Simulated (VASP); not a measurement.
MoSe2:

```
CELL_PARAMETERS angstrom
3.22129 0.00000 0.00000
-1.61064 2.78972 0.00000
0.00000 0.00000 14.38451
ATOMIC_POSITIONS crystal
Mo 0.66667 0.33333 0.75000
Mo 0.33333 0.66667 0.25000
Se 0.33333 0.66667 0.86544
Se 0.66667 0.33333 0.36544
Se 0.33333 0.66667 0.63456
Se 0.66667 0.33333 0.13456
```

This cell differs from its parent crystal: equal strain along all axes, cell held: -3.0 %.

- Program: VASP 6.6.1
- Task: relaxation of the atoms
- Functional: PBE
- Potentials or basis: VASP PAW PBE potentials, release 64 (Mo_sv, Se)
- Cutoff: 450 eV
- k mesh: 9 × 9 × 2
- Occupations: gaussian, width 0.02 eV
- Spin: no spin polarisation

At the start: pressure 8.2 GPa; volume 21.54 Å³/atom.

Q: Where does the relaxation end?

A: Over 3 steps the energy falls by 12.0 meV/atom at a fixed cell; space group P6_3/mmc (No. 194, to 0.1 Å) before and after.

Step by step:
```csv
step,energy change (eV),largest force (eV/Å),pressure (GPa)
1,0.0000,0.8014,8.18
2,-0.0704,0.1225,4.97
3,-0.0722,0.0012,4.38
```

Final structure:
```
Mo Se
1.0
     3.22129    0.00000    0.00000
    -1.61064    2.78972    0.00000
     0.00000    0.00000   14.38451
Mo Se
2 4
Direct
  0.66667 0.33333 0.75000
  0.33333 0.66667 0.25000
  0.33333 0.66667 0.86864
  0.66667 0.33333 0.36864
  0.33333 0.66667 0.63136
  0.66667 0.33333 0.13136
```

Caveat: the cell differs from its parent crystal (equal strain along all axes, cell held: -3.0 %); this functional lacks dispersion, which binds layers or chains, so the pressure and a relaxed spacing across them are unreliable.
